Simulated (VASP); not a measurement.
Pt, 1 atom in the cell. The structure is cubic, space group Fm-3m (No. 225). The conventional cell has a = 3.972 Å, b = 3.972 Å, c = 3.972 Å, α = 90.00°, β = 90.00°, γ = 90.00°. Pt (site symmetry m-3m) has 12 Pt at 2.81 Å within 3.7 Å. 

| Item | Value |
| --- | --- |
| Program | VASP 6.6.1 |
| Task | single point |
| Functional | PBE |
| Potentials or basis | VASP PAW PBE potentials, release 64 (Pt) |
| Cutoff | 520 eV |
| k mesh | 14 × 14 × 14 |
| Occupations | methfessel-paxton, width 1 eV |
| Spin | no spin polarisation |
| Dipole correction | no |
| Further INCAR settings | ALGO = Normal; EDIFF = 1e-06; NBANDS = 11 |

Potentials or basis: VASP PAW PBE potentials, release 64 (Pt).

Command:

```console
$ cat potpaw_PBE.64/Pt/POTCAR > POTCAR
$ mpirun -np 1 vasp_std > vasp.out
```

Hardware: 1 thread of Intel Xeon 6975P-C, on a shared host.

Question: How long does it take, and how much memory?

Answer: It took 6.9 s on 1 thread of Intel Xeon 6975P-C (shared host), peak memory 0.15 GiB. Counts: scf iterations 11, k points 104.
